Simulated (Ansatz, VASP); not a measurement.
## TeRu3C: VASP beside Ansatz

```
CELL_PARAMETERS angstrom
4.15363 0.00000 0.00000
0.00000 4.15363 0.00000
0.00000 0.00000 4.15363
ATOMIC_POSITIONS crystal
Te 0.50000 0.50000 0.50000
Ru 0.50000 0.00000 0.00000
Ru 0.00000 0.50000 0.00000
Ru 0.00000 0.00000 0.50000
C 0.00000 0.00000 0.00000
```

Alike in both runs: task single point; functional PBE; k mesh 4 × 4 × 4; occupations gaussian, width 0.1 eV; no spin polarisation.

|  | VASP | Ansatz |
| --- | --- | --- |
| version | VASP 6.6.1 | Ansatz 0.2.0 |
| potentials or method | VASP PAW PBE potentials, release 64 (Te, Ru_pv, C), cutoff 520 eV | scalar-relativistic, plane waves, PAW |
| valence electrons in the cell | 52 | 68 |

```csv
,VASP,Ansatz,Ansatz less VASP
gap on the k mesh at the Fermi level (eV),none,none,-
pressure (GPa),-2.0,-1.9,+0.10
```

A gap of «none» marks a metal or a gap that the smearing closes. VASP's potentials hold 52 valence electrons a cell and Ansatz's 68, so a difference there can come from the potentials and not from the codes.

The k mesh is coarse, so the values compare programs but aren't converged. Spin-orbit coupling is off throughout.
